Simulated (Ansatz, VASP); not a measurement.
**Two plane-wave programs on Cu**

```xyz
1
Lattice="-1.4428 1.4428 1.3761 1.4428 -1.4428 1.3761 1.4428 1.4428 -1.3761" Properties=species:S:1:pos:R:3 pbc="T T T"
Cu    0.0000    0.0000    0.0000
```

Alike in both runs: task single point; functional PBEsol; k mesh 8 × 8 × 8; occupations gaussian, width 0.1 eV; no spin polarisation.

|  | VASP | Ansatz |
| --- | --- | --- |
| version | VASP 6.6.1 | Ansatz 0.2.0 |
| potentials or method | VASP PAW PBE potentials, release 64 (Cu), cutoff 520 eV | scalar-relativistic, plane waves, PAW |
| valence electrons in the cell | 11 | 19 |

```csv
,VASP,Ansatz,Ansatz less VASP
gap on the k mesh at the Fermi level (eV),none,none,-
pressure (GPa),-0.5,-1.2,-0.78
"traceless stress, the component that is largest in VASP (GPa)",0.28,0.31,+0.033
```

VASP's potentials were made for PBE, not for PBEsol. A gap of «none» marks a metal or a gap that the smearing closes. The functional is the same, so the differences come from potentials, cutoffs and numerics. VASP's potentials hold 11 valence electrons a cell and Ansatz's 19, so a difference there can come from the potentials and not from the codes.

The k mesh is coarse, so the values compare programs but aren't converged.
